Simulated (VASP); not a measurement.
Crystal: Ga.

```xyz
2
Lattice="2.7784 0.0000 0.0000 0.0000 3.2816 0.0000 -1.3434 0.0000 3.9903" Properties=species:S:1:pos:R:3 pbc="T T T"
Ga   -0.6607    2.4612    3.0732
Ga    2.0957    0.8204    0.9171
```

Base run:

- Program: VASP 6.6.1
- Functional: PBE
- Potentials or basis: VASP PAW PBE potentials, release 64 (Ga_d)
- Cutoff: 520 eV
- k mesh: 10 × 8 × 7
- Occupations: fermi-dirac, width 0.05 eV
- Spin: no spin polarisation

Its results: band gap on the k mesh zero (band 13 reaches 10.04 eV, above the bottom of band 14 at 1.71 eV); pressure 3.1 GPa; largest force 0.087 eV/Å.

Problem. The run is repeated on the same cell with these changes: functional from PBE to PBEsol; k mesh from 10 × 8 × 7 to 8 × 6 × 5. What comes out?

Solution. Band gap on the k mesh zero (band 13 reaches 9.74 eV, above the bottom of band 14 at 1.73 eV); pressure -0.5 GPa; largest force 0.148 eV/Å.

Several settings changed at once, so the effect can't be laid on one alone.

Caveats: the PAW data sets were made with another functional, which shifts forces and pressure a little (some runs).
